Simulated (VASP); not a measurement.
# Pd: relaxation of cell and atoms with PBEsol

Pd:

```
CELL_PARAMETERS angstrom
0.00000 1.94650 1.94650
1.94650 0.00000 1.94650
1.94650 1.94650 0.00000
ATOMIC_POSITIONS crystal
Pd 0.00000 0.00000 0.00000
```

```yaml
Program: VASP 6.6.1
Task: relaxation of cell and atoms
Functional: PBEsol
Potentials_or_basis: VASP PAW PBE potentials, release 64 (Pd)
Cutoff: 600 eV
k_mesh: 24 × 24 × 24
Occupations: fermi-dirac, width 0.1 eV
Spin: no spin polarisation
Dipole_correction: no
Further_INCAR_settings: ALGO = Normal; EDIFF = 1e-07; IBRION = 2; EDIFFG = -0.002; NSW = 100; ISIF = 3
```

```
Relaxed volume                        : 14.55 Å³/atom
Relaxed cell                          : a = 2.740 Å, b = 2.740 Å, c = 2.740 Å, α = 60.00°, β = 60.00°, γ = 60.00°
Space group after relaxing (to 0.1 Å) : Fm-3m (No. 225)
Energy gained by relaxing             : 1.7 meV/atom
Ionic steps                           : 3
Pressure after relaxing               : 0.0 GPa
Band gap on the k mesh                : zero (bands 5 and 6 overlap by 1.63 eV)
```

Step by step:
| step | energy change (eV) | largest force (eV/Å) | pressure (GPa) | volume (Å³) |
| --- | --- | --- | --- | --- |
| 1 | 0.0000 | 0.0000 | -2.65 | 14.75 |
| 2 | 0.0029 | 0.0000 | 4.77 | 14.23 |
| 3 | -0.0017 | 0.0000 | -0.01 | 14.55 |

Final structure:
```xyz
1
Lattice="0.0000 1.9378 1.9378 1.9378 0.0000 1.9378 1.9378 1.9378 0.0000" Properties=species:S:1:pos:R:3 pbc="T T T"
Pd    0.0000    0.0000    0.0000
```

Levels at points of the mesh, in eV from the Fermi level:
| k point | band 1 | band 2 | band 3 | band 4 | band 5 | band 6 | band 7 | band 8 | band 9 |
| --- | --- | --- | --- | --- | --- | --- | --- | --- | --- |
| (0.00, 0.00, 0.00) | -7.38 | -2.95 | -2.95 | -2.95 | -1.28 | -1.28 | 17.10 | 21.95 | 21.95 |
| (0.50, 0.00, 0.00) | -5.48 | -2.99 | -2.99 | -0.05 | -0.05 | 0.86 | 7.34 | 16.46 | 21.11 |
| (0.50, 0.50, 0.00) | -5.57 | -5.28 | -0.07 | 0.27 | 0.27 | 3.22 | 10.82 | 13.15 | 13.15 |

Wall time 76 s on 1 thread of Intel(R) Xeon(R) Platinum 8488C (Sapphire Rapids) (shared host), peak memory 0.21 GiB.

Caveat: the PAW data sets were made with another functional, which shifts forces and pressure a little.
